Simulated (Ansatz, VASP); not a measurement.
**One calculation of ScAlN2, two programs**

File INCAR:

```
SYSTEM = ScAlN2
PREC = Accurate
ENCUT = 520
EDIFF = 1E-7
ISMEAR = 0
SIGMA = 0.01
LREAL = .FALSE.
LASPH = .TRUE.
NELM = 100
ALGO = Normal
ISIF = 2
LWAVE = .FALSE.
LCHARG = .TRUE.
GGA = PE
LELF = .TRUE.
LVHAR = .TRUE.
NBANDS = 20
```

Contents of KPOINTS:

```
regular mesh
0
G
  8 8 8
  0 0 0
```

The input POSCAR:

```
ScAlN2
1.0
    1.4965061415      0.8640082236      4.8350825231
   -1.4965061415      0.8640082236      4.8350825231
    0.0000000000     -1.7280164473      4.8350825231
Sc Al N
1 1 2
Direct
    1.0000000000      0.0000000000      0.0000000000
    0.5000000000      0.5000000000      0.5000000000
    0.2435541991      0.2435541991      0.2435541991
    0.7564458009      0.7564458009      0.7564458009
```

Input for Ansatz:

```yaml
crystal:
  lattice:
    - [1.4965061415, 0.8640082236, 4.8350825231]
    - [-1.4965061415, 0.8640082236, 4.8350825231]
    - [0.0, -1.7280164473, 4.8350825231]
  atoms:
    - { symbol: Sc, position: [1.0, 0.0, 0.0] }
    - { symbol: Al, position: [0.5, 0.5, 0.5] }
    - { symbol: "N", position: [0.2435541991, 0.2435541991, 0.2435541991] }
    - { symbol: "N", position: [0.7564458009, 0.7564458009, 0.7564458009] }
kpoints:
  mp_grid: { grid: [8, 8, 8] }
hamiltonian:
  xc: pbe
scf:
  occupations: { method: fixed }
  n_extra_bands: 5
output:
  forces: true
  stress: true
  eigenvalues: true
```

Alike in both runs: task single point; functional PBE; k mesh 8 × 8 × 8; no spin polarisation.

```csv
,VASP,Ansatz
version,VASP 6.6.1,Ansatz 0.2.0
potentials or method,"VASP PAW PBE potentials, release 64 (Sc_sv, Al, N)","plane waves, PAW"
plane-wave cutoff (eV),520,420
occupations,"gaussian, width 0.01 eV",fixed
valence electrons in the cell,24,24
```

Ansatz gave:

```
gap on the k mesh at the Fermi level (eV)                     : 0.70
pressure (GPa)                                                : 15.5
traceless stress, the component that is largest in VASP (GPa) : 0.00
rms of the force components (eV/Å)                            : 0.051
```

What did VASP give for the same quantities?

gap on the k mesh at the Fermi level (eV): 0.67; pressure (GPa): 16.2; traceless stress, the component that is largest in VASP (GPa): 0.06; rms of the force components (eV/Å): 0.087.

Atom by atom the forces differ by 0.036 eV/Å (rms over components).
